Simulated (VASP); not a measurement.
# Ni (P6_3/mmc) in VASP: a series of runs

The runs below take Ni through single point, with PBEsol.

Program: VASP 6.6.1. These are calculated values, not measurements. Logs are shortened: lines on timing, memory, paths and dates and some standing lists are left out, and cuts for length are marked.

## 1. The cell of the first run

Symmetry: P6_3/mmc, No. 194, hexagonal system. The conventional cell has a = 2.364 Å, b = 2.364 Å, c = 3.932 Å, α = 90.00°, β = 90.00°, γ = 120.00°. Ni (site symmetry -6m2) has 12 Ni at 2.36 to 2.39 Å within 3.1 Å.

This isn't the form of Ni at room conditions, which is fcc.

## 2. Single point, PBEsol, collinear spin, ferromagnetic start

File INCAR:

```
PREC = Accurate
ENCUT = 520
EDIFF = 1E-7
ISMEAR = -1
SIGMA = 0.1
LREAL = False
LASPH = True
NELM = 150
ALGO = Normal
ISIF = 2
LWAVE = False
LCHARG = False
ISPIN = 2
MAGMOM = 1.5 1.5
LORBIT = 11
LMAXMIX = 4
GGA = PS
NBANDS = 21
```

File KPOINTS:

```
regular mesh
0
Gamma
  13 13 7
```

File POSCAR:

```
Ni
1.0
    2.3635402198      0.0000000000      0.0000000000
   -1.1817696271      2.0468857698      0.0000000000
    0.0000000000      0.0000000000      3.9322528895
Ni
2
Direct
    0.3333333333      0.6666666667      0.2500000000
    0.6666666667      0.3333333333      0.7500000000
```

Potentials or basis: VASP PAW PBE potentials, release 64 (Ni).

Run with:

```console
> cat potpaw_PBE.64/Ni/POTCAR > POTCAR
> mpirun -np 1 vasp_std > vasp.out
```

OUTCAR:

```text
PREC = Accurate
   ENCUT = 520
   EDIFF = 1E-7
   ISMEAR = -1
   LREAL = False
   LASPH = True
   NELM = 150
   ISIF = 2
   ISPIN = 2
   LORBIT = 11
   GGA = PS

 ion  position               nearest neighbor table
   1  0.333  0.667  0.250-   2 2.39   2 2.39   2 2.39   2 2.39   2 2.39   2 2.39
   2  0.667  0.333  0.750-   1 2.39   1 2.39   1 2.39   1 2.39   1 2.39   1 2.39

  LATTYP: Found a hexagonal cell.
 ALAT       =     2.3635402198
 C/A-ratio  =     1.6637131268

  Lattice vectors:

 A1 = (   2.3635402198,   0.0000000000,   0.0000000000)
 A2 = (  -1.1817696271,   2.0468857698,   0.0000000000)
 A3 = (   0.0000000000,   0.0000000000,   3.9322528895)

Analysis of symmetry for initial positions (statically):
=====================================================================
 Subroutine PRICEL returns:
 Original cell was already a primitive cell.

 Routine SETGRP: Setting up the symmetry group for a
 hexagonal supercell.

 Subroutine GETGRP returns: Found 24 space group operations
 (whereof 12 operations were pure point group operations)
 out of a pool of 24 trial point group operations.

The static configuration has the point symmetry D_3d.
 The point group associated with its full space group is D_6h.

Analysis of symmetry for dynamics (positions and initial velocities):
=====================================================================
 Subroutine PRICEL returns:
 Original cell was already a primitive cell.

 Routine SETGRP: Setting up the symmetry group for a
 hexagonal supercell.

 Subroutine GETGRP returns: Found 24 space group operations
 (whereof 12 operations were pure point group operations)
 out of a pool of 24 trial point group operations.

The dynamic configuration has the point symmetry D_3d.
 The point group associated with its full space group is D_6h.

Analysis of structural, dynamic, and magnetic symmetry:
=====================================================================
 Subroutine PRICEL returns:
 Original cell was already a primitive cell.

 Routine SETGRP: Setting up the symmetry group for a
 hexagonal supercell.

 Subroutine GETGRP returns: Found 24 space group operations
 (whereof 12 operations were pure point group operations)
 out of a pool of 24 trial point group operations.

The overall configuration has the point symmetry D_3d.
 The point group associated with its full space group is D_6h.

 Subroutine INISYM returns: Found 24 space group operations
 (whereof 12 operations are pure point group operations),
 and found     1 'primitive' translations

----------------------------------------------------------------------------------------

                                     Primitive cell

  volume of cell :      19.0238

  direct lattice vectors                    reciprocal lattice vectors
     2.363540220  0.000000000  0.000000000     0.423094133  0.244273424  0.000000000
    -1.181769627  2.046885770  0.000000000     0.000000000  0.488547048  0.000000000
     0.000000000  0.000000000  3.932252889     0.000000000  0.000000000  0.254307144

  length of vectors
     2.363540220  2.363539889  3.932252889     0.488546979  0.488547048  0.254307144

  position of ions in fractional coordinates (direct lattice)
     0.333333333  0.666666667  0.250000000
     0.666666667  0.333333333  0.750000000

  ion indices of the primitive-cell ions
   primitive index   ion index
                 1           1
                 2           2

----------------------------------------------------------------------------------------

 KPOINTS: regular mesh

Automatic generation of k-mesh.
 Grid dimensions read from file:
 generate k-points for:   13   13    7

 Generating k-lattice:

  Cartesian coordinates                     Fractional coordinates (reciprocal lattice)
     0.032545703  0.018790263  0.000000000     0.076923077  0.000000000  0.000000000
     0.000000000  0.037580542  0.000000000     0.000000000  0.076923077  0.000000000
     0.000000000  0.000000000  0.036329592     0.000000000  0.000000000  0.142857143

  Length of vectors
     0.037580537  0.037580542  0.036329592

  Shift w.r.t. Gamma in fractional coordinates (k-lattice)
     0.000000000  0.000000000  0.000000000

 Subroutine IBZKPT returns following result:
 ===========================================

 Found     84 irreducible k-points:

 Following reciprocal coordinates:
            Coordinates               Weight
  0.000000  0.000000  0.000000      1.000000
  0.076923  0.000000  0.000000      6.000000
  0.153846  0.000000  0.000000      6.000000
  0.230769 -0.000000  0.000000      6.000000
  0.307692  0.000000  0.000000      6.000000
  0.384615 -0.000000  0.000000      6.000000
[... 16 lines left out ...]
  0.076923  0.000000  0.142857     12.000000
  0.153846  0.000000  0.142857     12.000000
 [... further k-points ...]
   k-points           NKPTS =     84   k-points in BZ     NKDIM =     84   number of bands    NBANDS=     21
   number of dos      NEDOS =    301   number of ions     NIONS =      2
   total plane-waves  NPLWV =   9720
   dimension x,y,z NGX =    18 NGY =   18 NGZ =   30
   dimension x,y,z NGXF=    36 NGYF=   36 NGZF=   60
   ions per type =               2
   NGX,Y,Z   is equivalent  to a cutoff of  12.66, 12.66, 12.68 a.u.
   NGXF,Y,Z  is equivalent  to a cutoff of  25.32, 25.32, 25.37 a.u.
 SYSTEM =  unknown system
   PREC   = accura    normal or accurate (medium, high low for compatibility)
   ISTART =      0    job   : 0-new  1-cont  2-samecut
   ICHARG =      2    charge: 1-file 2-atom 10-const
   ISPIN  =      2    spin polarized calculation?
   LNONCOLLINEAR =      F non collinear calculations
   LSORBIT =      F    spin-orbit coupling
   LASPH  =      T    aspherical Exc in radial PAW
   ENCUT  =  520.0 eV  38.22 Ry    6.18 a.u.   4.39  4.39  7.31*2*pi/ulx,y,z
   NELM   =    150;   NELMIN=  2; NELMDL= -5     # of ELM steps
   EDIFF  = 0.1E-06   stopping-criterion for ELM
   LREAL  =      F    real-space projection
   EDIFFG = 0.1E-05   stopping-criterion for IOM
   NSW    =      0    number of steps for IOM
   IBRION =     -1    ionic relax: 0-MD 1-quasi-New 2-CG
   NFREE  =      0    steps in history (QN), initial steepest desc. (CG)
   ISIF   =      2    stress and relaxation
   ISYM   =      2    0-nonsym 1-usesym 2-fastsym
   POTIM  = 0.5000    time-step for ionic-motion
   TEBEG  =    0.0;   TEEND  =   0.0 temperature during run
   PSTRESS=    0.0 pullay stress
   NELECT =      20.0000    total number of electrons
   NUPDOWN=      -1.0000    fix difference up-down
   EMIN   =  10.00;   EMAX   =-10.00  energy-range for DOS
   EFERMI =   0.00;   METHOD = LEGACY
   ISMEAR =    -1;   SIGMA  =   0.10  broadening in eV -4-tet -1-fermi 0-gaus
   EFERMI_NEDOS =   21; number of points for ismear=-14 and -15
   IALGO  =     38    algorithm
   IMIX   =      4    mixing-type and parameters
     AMIX     =   0.40;   BMIX     =  1.00
     AMIX_MAG =   1.60;   BMIX_MAG =  1.00
  volume/ion in A,a.u.               =       9.51        64.19
  Fermi-wavevector in a.u.,A,eV,Ry     =   1.664634  3.145703 37.701840  2.771007
  Thomas-Fermi vector in A             =   2.751144
   LORBIT       =     11    0 simple, 1 ext, 2 COOP (PROOUT), +10 PAW based schemes
   GGA     = PS    functional components
   LHFCALC =     F    Hartree Fock is set to
   AEXX    =    0.0000 exact exchange contribution
   IVDW    =     0    specifies the selected vdW correction
   LEPSILON=     F    determine dielectric tensor
   LRPA    =     F    only Hartree local field effects (RPA)
 spin polarized calculation
  energy-cutoff  :      520.00
  volume of cell :       19.02
 maximum number of plane-waves:       549
 NGX is ok and might be reduce to    18
   NGX =  9   NGY =  9   NGZ = 15

 number of electron      20.0000007 magnetization       1.1717673

 Free energy of the ion-electron system (eV)
  ---------------------------------------------------
  ext. energy  EPLUGINS =         0.00000000
  ---------------------------------------------------
  free energy    TOTEN  =       -12.14696329 eV

  energy without entropy =      -12.03656896  energy(sigma->0) =      -12.09176613

 E-fermi :  11.2370     XC(G=0): -14.2513

 val. band max:       11.2351942479   @ k =   0.3077   0.0000   0.2857
 cond. band min:      11.2377111732   @ k =   0.2308   0.2308   0.0000
 fundamental gap:      0.0025169253
 Fermi energy:        11.2370081951

 spin component 1

 k-point     1 :       0.0000    0.0000    0.0000
  band No.  band energies     occupation
      1       1.1854      1.00000
      2       5.5780      1.00000
      3       8.3796      1.00000
      4       8.5618      1.00000
      5       8.5618      1.00000
      6       8.8780      1.00000
[... 13 lines left out ...]
     20      39.7915      0.00000
     21      43.9649      0.00000
[... 529 lines left out ...]
 k-point    24 :       0.1538    0.0000    0.1429
  band No.  band energies     occupation
      1       2.2901      1.00000
      2       6.0626      1.00000
      3       8.0333      1.00000
      4       8.0615      1.00000
      5       8.5337      1.00000
      6       8.8617      1.00000
[... 13 lines left out ...]
     20      41.4384      0.00000
     21      42.3981      0.00000

 [... further k-points ...]

 spin component 2

 k-point     1 :       0.0000    0.0000    0.0000
  band No.  band energies     occupation
      1       1.1904      1.00000
      2       5.9436      1.00000
      3       9.0126      1.00000
      4       9.1819      1.00000
      5       9.1819      1.00000
      6       9.5163      1.00000
[... 13 lines left out ...]
     20      39.8984      0.00000
     21      44.0751      0.00000
[... 529 lines left out ...]
 k-point    24 :       0.1538    0.0000    0.1429
  band No.  band energies     occupation
      1       2.2986      1.00000
      2       6.4118      1.00000
      3       8.4286      1.00000
      4       8.6316      1.00000
      5       9.1502      1.00000
      6       9.4516      1.00000
[... 13 lines left out ...]
     20      41.5159      0.00000
     21      42.4268      0.00000

 [... further k-points ...]

------------------------ aborting loop because EDIFF is reached ----------------------------------------

  FORCE on cell =-STRESS in cart. coord.  units (eV):
  Direction    XX          YY          ZZ          XY          YZ          ZX
  --------------------------------------------------------------------------------------
  -------------------------------------------------------------------------------------
  Total        3.2779864      3.2779860      2.6307470      0.0000008      0.0000000      0.0000000
  in kB      276.0702964    276.0702685    221.5601340      0.0000651      0.0000000      0.0000000
  external PRESSURE =     257.9002330 kB  Pullay stress =       0.0000000 kB

 VOLUME and BASIS-vectors are now :
 -----------------------------------------------------------------------------
  energy-cutoff  :      520.00
  volume of cell :       19.02
      direct lattice vectors                 reciprocal lattice vectors
     2.363540220  0.000000000  0.000000000     0.423094133  0.244273424  0.000000000
    -1.181769627  2.046885770  0.000000000     0.000000000  0.488547048  0.000000000
     0.000000000  0.000000000  3.932252889     0.000000000  0.000000000  0.254307144

 POSITION                                       TOTAL-FORCE (eV/Angst)
 -----------------------------------------------------------------------------------
      0.00000      1.36459      0.98306        -0.000000      0.000000      0.000000
      1.18177      0.68230      2.94919         0.000000     -0.000000      0.000000
 -----------------------------------------------------------------------------------
    total drift:                                0.000000     -0.000000     -0.000000

  FREE ENERGIE OF THE ION-ELECTRON SYSTEM (eV)
  ---------------------------------------------------
  free  energy   TOTEN  =       -12.1469632947 eV

  energy  without entropy=      -12.0365689580  energy(sigma->0) =      -12.09176613

 total charge

# of ion       s       p       d       tot
------------------------------------------
    1        0.563   0.636   8.393   9.592
    2        0.563   0.636   8.393   9.592
--------------------------------------------------
tot          1.125   1.272  16.787  19.184

 magnetization (x)

# of ion       s       p       d       tot
------------------------------------------
    1       -0.005  -0.023   0.612   0.584
    2       -0.005  -0.023   0.612   0.584
--------------------------------------------------
tot         -0.010  -0.047   1.224   1.168
```

Wall time 2.3 min (1 thread of Intel Xeon 8259CL, shared host); peak memory 0.17 GiB.

What came out:

| Item | Value |
| --- | --- |
| Free energy | -12.1470 eV |
| Pressure | 25.8 GPa |
| Net moment | 1.17 μB per cell |
| Site moments | Ni +0.58 μB |
| Valence electrons inside the program's atomic spheres | Ni 9.59 |

Stress tensor (GPa, compression positive):
```
27.61  0.00  0.00
 0.00 27.61  0.00
 0.00  0.00 22.16
```

Levels at points of the mesh, in eV from the Fermi level:
Spin up:
| k point | band 8 | band 9 | band 10 | band 11 | band 12 | band 13 | band 14 | band 15 |
| --- | --- | --- | --- | --- | --- | --- | --- | --- |
| (0.00, 0.00, 0.00) | -1.77 | -1.77 | -0.82 | -0.67 | -0.67 | 6.40 | 23.95 | 26.45 |
Spin down:
| k point | band 5 | band 6 | band 7 | band 8 | band 9 | band 10 | band 11 | band 12 | band 13 | band 14 |
| --- | --- | --- | --- | --- | --- | --- | --- | --- | --- | --- |
| (0.00, 0.00, 0.00) | -2.06 | -1.72 | -1.72 | -1.15 | -1.15 | -0.83 | -0.01 | -0.01 | 6.80 | 23.87 |

Caveat: the stress differs along the axes, from 22 to 28 GPa; the PAW data sets were made with another functional, which shifts forces and pressure a little.

## 3. Single point, PBEsol, collinear spin, ferromagnetic start

This run uses another cell than the first one, of 9.78 Å³/atom.

File INCAR:

```
PREC = Accurate
ENCUT = 520
EDIFF = 1E-6
ISMEAR = -1
SIGMA = 0.1
LREAL = F
LASPH = T
NELM = 150
ALGO = Normal
ISIF = 2
LWAVE = F
LCHARG = T
ISPIN = 2
MAGMOM = 1.5 1.5
LORBIT = 11
LMAXMIX = 4
GGA = PS
LELF = T
LVHAR = T
NBANDS = 21
```

KPOINTS is that of step 2.

File POSCAR:

```
Ni
1.0
    2.3852252863      0.0000000000      0.0000000000
   -1.1926121560      2.0656655874      0.0000000000
    0.0000000000      0.0000000000      3.9683306194
Ni
2
Direct
    0.3333333333      0.6666666667      0.2500000000
    0.6666666667      0.3333333333      0.7500000000
```

Potentials or basis: VASP PAW PBE potentials, release 64 (Ni).

Run with:

```console
> cat potpaw_PBE.64/Ni/POTCAR > POTCAR
> mpirun -np 1 vasp_std > vasp.out
```

Run time: 93 s. Hardware: 1 thread of Intel Xeon 8259CL, shared host; peak memory 0.17 GiB.

The run converged. Its results:

- Free energy: -12.2171 eV
- Pressure: 16.8 GPa
- Net moment: 1.19 μB per cell
- Site moments: Ni +0.59 μB
- Valence electrons inside the program's atomic spheres: Ni 9.53

Stress tensor (GPa, compression positive):
```
18.46  0.00  0.00
 0.00 18.46  0.00
 0.00  0.00 13.54
```

Levels at points of the mesh, in eV from the Fermi level:
Spin up:
```csv
k point,band 9,band 10,band 11,band 12,band 13,band 14
"(0.00, 0.00, 0.00)",-1.73,-0.76,-0.68,-0.68,6.18,23.71
```
Spin down:
| k point | band 6 | band 7 | band 8 | band 9 | band 10 | band 11 | band 12 | band 13 |
| --- | --- | --- | --- | --- | --- | --- | --- | --- |
| (0.00, 0.00, 0.00) | -1.65 | -1.65 | -1.10 | -1.10 | -0.78 | -0.01 | -0.01 | 6.58 |

Caveat: the cell stands under pressure; the PAW data sets were made with another functional, which shifts forces and pressure a little.
